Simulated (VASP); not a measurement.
Wanted: the native input for a VASP 6.6.1 run.

| Quantity | Value |
| --- | --- |
| Task | single point |
| Functional | PBE |
| Potentials or basis | VASP PAW PBE potentials, release 64 (Eu, K_sv) |
| Cutoff | 520 eV |
| k mesh | 5 × 5 × 5 |
| Occupations | fermi-dirac, width 0.05 eV |
| Spin | collinear spin, ferromagnetic start |
| Starting moments | [7.0, 0.0, 0.0, 0.0] μB |
| Dipole correction | no |
| Further INCAR settings | ALGO = Fast; EDIFF = 1e-06; NBANDS = 34 |

The structure of K3Eu lies in POSCAR:

```
K3Eu
1.0
    0.0000000000      5.0919650000      5.0919650000
    5.0919650000      0.0000000000      5.0919650000
    5.0919650000      5.0919650000      0.0000000000
Eu K
1 3
Direct
    0.0000000000      0.0000000000      0.0000000000
    0.5000000000      0.5000000000      0.5000000000
    0.7500000000      0.7500000000      0.7500000000
    0.2500000000      0.2500000000      0.2500000000
```

One way to write it, as run:

INCAR

```
SYSTEM = K3Eu
PREC = Accurate
ENCUT = 520
EDIFF = 1E-6
ISMEAR = -1
SIGMA = 0.05
LREAL = .FALSE.
LASPH = .TRUE.
NELM = 150
ALGO = Fast
ISIF = 2
LWAVE = .FALSE.
LCHARG = .FALSE.
ISPIN = 2
MAGMOM = 7 0 0 0
LORBIT = 11
LMAXMIX = 6
GGA = PE
NBANDS = 34
```

KPOINTS

```
Automatic mesh
0
G
  5 5 5
  0 0 0
```

Potentials or basis: VASP PAW PBE potentials, release 64 (Eu, K_sv).

Command:

```console
$ cat potpaw_PBE.64/Eu/POTCAR potpaw_PBE.64/K_sv/POTCAR > POTCAR
$ mpirun -np 1 vasp_std > vasp.out
```

Results of the run:

* Pressure: 0.0 GPa
* Net moment: 7.62 μB per cell
* Site moments: Eu +6.77; K +0.01 μB
* Valence electrons inside the program's atomic spheres: Eu 14.74; K 7.54, 7.55 (each value once)

Run time: 10 min on 1 thread of Intel(R) Xeon(R) 6975P-C (Granite Rapids) (shared host), peak memory 0.6 GiB.
